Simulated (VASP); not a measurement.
Wanted: the native input for a VASP 6.6.1 run.

```
Task                   : single point
Functional             : r2SCAN
Potentials or basis    : VASP PAW PBE potentials, release 64 (Ga_d, N)
Cutoff                 : 520 eV
k mesh                 : 15 × 15 × 8
Occupations            : gaussian, width 0.01 eV
Spin                   : no spin polarisation
Dipole correction      : no
Further INCAR settings : ALGO = Normal; EDIFF = 1e-07; NBANDS = 26
```

Crystal: GaN.

```
CELL_PARAMETERS angstrom
3.18317 0.00000 0.00000
-1.59159 2.75671 0.00000
0.00000 0.00000 5.18378
ATOMIC_POSITIONS crystal
Ga 0.33333 0.66667 0.94466
Ga 0.66667 0.33333 0.44466
N 0.33333 0.66667 0.43234
N 0.66667 0.33333 0.93234
```

This cell differs from its parent crystal: atoms moved along the polar distortion.

One way to write it, as run:

POSCAR

```
GaN
1.0
    3.1831704293      0.0000000000      0.0000000000
   -1.5915852147      2.7567064564      0.0000000000
    0.0000000000      0.0000000000      5.1837795818
Ga N
2 2
Direct
    0.3333333333      0.6666666667     -0.0553386866
    0.6666666667      0.3333333333      0.4446613134
    0.3333333333      0.6666666667      0.4323386866
    0.6666666667      0.3333333333      0.9323386866
```

INCAR.step1

```
SYSTEM = GaN
PREC = Accurate
ENCUT = 520
ISMEAR = 0
SIGMA = 0.01
LREAL = .False.
LASPH = .True.
NELM = 100
NBANDS = 26
GGA = PE
ALGO = Normal
EDIFF = 1E-4
LWAVE = .True.
LCHARG = .False.
```

INCAR.step2

```
SYSTEM = GaN
PREC = Accurate
ENCUT = 520
EDIFF = 1E-7
ISMEAR = 0
SIGMA = 0.01
LREAL = .False.
LASPH = .True.
NELM = 100
ALGO = Normal
ISIF = 2
LWAVE = .False.
LCHARG = .False.
METAGGA = R2SCAN
LMIXTAU = .True.
NBANDS = 26
ISTART = 1
```

KPOINTS

```
Automatic mesh
0
Gamma
  15 15 8
  0 0 0
```

Potentials or basis: VASP PAW PBE potentials, release 64 (Ga_d, N).

Launch:

```bash
$ cat potpaw_PBE.64/Ga_d/POTCAR potpaw_PBE.64/N/POTCAR > POTCAR
$ cp INCAR.step1 INCAR
$ mpirun -np 1 vasp_std > vasp.out
$ cp INCAR.step2 INCAR
$ mpirun -np 1 vasp_std > vasp.out
```

Results of the run:

```json
{
 "Pressure": "11.4 GPa",
 "Largest force": "0.364 eV/Å",
 "Band gap on the k mesh": "2.38 eV"
}
```

Caveat: the cell differs from its parent crystal (atoms moved along the polar distortion); the stress differs along the axes, from -1 to 18 GPa; the PAW data sets were made with another functional, which shifts forces and pressure a little.

Wall time 5.3 min on 1 thread of Intel(R) Xeon(R) Platinum 8488C (Sapphire Rapids), on a shared host, peak memory 0.26 GiB.
